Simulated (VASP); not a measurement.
The system is SnSe.

```
Sn Se
1.0
     0.00000    2.97275    2.97275
     2.97275    0.00000    2.97275
     2.97275    2.97275    0.00000
Sn Se
1 1
Direct
  0.00000 0.00000 0.00000
  0.50000 0.50000 0.50000
```

Base run:

| Property | Result |
| --- | --- |
| Program | VASP 6.6.1 |
| Functional | PBEsol |
| Potentials or basis | VASP PAW PBE potentials, release 64 (Sn_d, Se) |
| Cutoff | 520 eV |
| k mesh | 8 × 8 × 8 |
| Occupations | gaussian, width 0.05 eV |
| Spin | no spin polarisation |

Its results: band gap on the k mesh 0.75 eV, indirect (least direct gap 0.82 eV); pressure 0.0 GPa.

**Question.** The run is repeated on the same cell with these changes: k mesh from 8 × 8 × 8 to 10 × 10 × 10. What comes out?

**Answer.** Band gap on the k mesh 0.47 eV, indirect (least direct gap 0.58 eV); pressure 0.1 GPa.

Caveats: the PAW data sets were made with another functional, which shifts forces and pressure a little; spin-orbit coupling is left out, which moves the levels of the heavy elements.

A k mesh can miss the band edges.
